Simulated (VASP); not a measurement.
Here is a VASP 6.6.1 calculation.

File INCAR:

```
PREC     = Accurate       # precision mode
ENCUT    = 520            # plane-wave cutoff, eV
EDIFF    = 1E-6           # SCF threshold, eV
ISMEAR   = -1             # smearing method
SIGMA    = 0.1            # smearing width, eV
LREAL    = False          # projectors in reciprocal space
LASPH    = True           # aspherical terms in the spheres
NELM     = 150            # most SCF steps
ALGO     = Normal         # electronic algorithm
ISIF     = 2              # what is computed and relaxed
LWAVE    = False          # write WAVECAR
LCHARG   = False          # write CHGCAR
ISPIN    = 2              # spin polarisation
MAGMOM   = 3.2 0          # initial moments
LORBIT   = 11             # projections on sites
LMAXMIX  = 4              # l up to which the mixer works
LDAU     = True           # DFT+U
LDAUTYPE = 2            
LDAUL    = 2 -1           # shell
LDAUU    = 1 0            # U, eV
LDAUJ    = 0 0          
LDAUPRINT= 1            
GGA      = PE             # functional
NBANDS   = 18             # bands
```

Contents of KPOINTS:

```
regular mesh
0
Gamma
  13 13 13
```

File POSCAR:

```
CoO
1.0
    2.9958570000      0.0000000000      0.0000000000
    1.4828088117      2.6031590793      0.0000000000
    1.4828088117      0.8618609611      2.4563454309
Co O
1 1
Direct
    0.0000000000      0.0000000000      0.0000000000
    0.5000000000      0.5000000000      0.5000000000
```

Potentials or basis: VASP PAW PBE potentials, release 64 (Co, O).

Command:

```sh
$ cat potpaw_PBE.64/Co/POTCAR potpaw_PBE.64/O/POTCAR > POTCAR
$ mpirun -np 1 vasp_std > vasp.out
```

Task: What does it give for the net moment?

Result: 2.92 μB per cell.

Task: Predict the pressure.

Result: 0.2 GPa.

Task: What does it give for the site moments?

Result: Co +2.60; O +0.27 μB.

Eigenvalues of the final occupation matrices:
| site | spin | trace | eigenvalues |
| --- | --- | --- | --- |
| site 1 d | 1 | 4.87 | 0.96 0.96 0.96 0.99 0.99 |
| site 1 d | 2 | 2.30 | 0.17 0.17 0.65 0.66 0.66 |

Caveat: a cell with one magnetic atom can't hold antiferromagnetic order, which such compounds often take. The state reached can hang on the start; a lower one may exist.
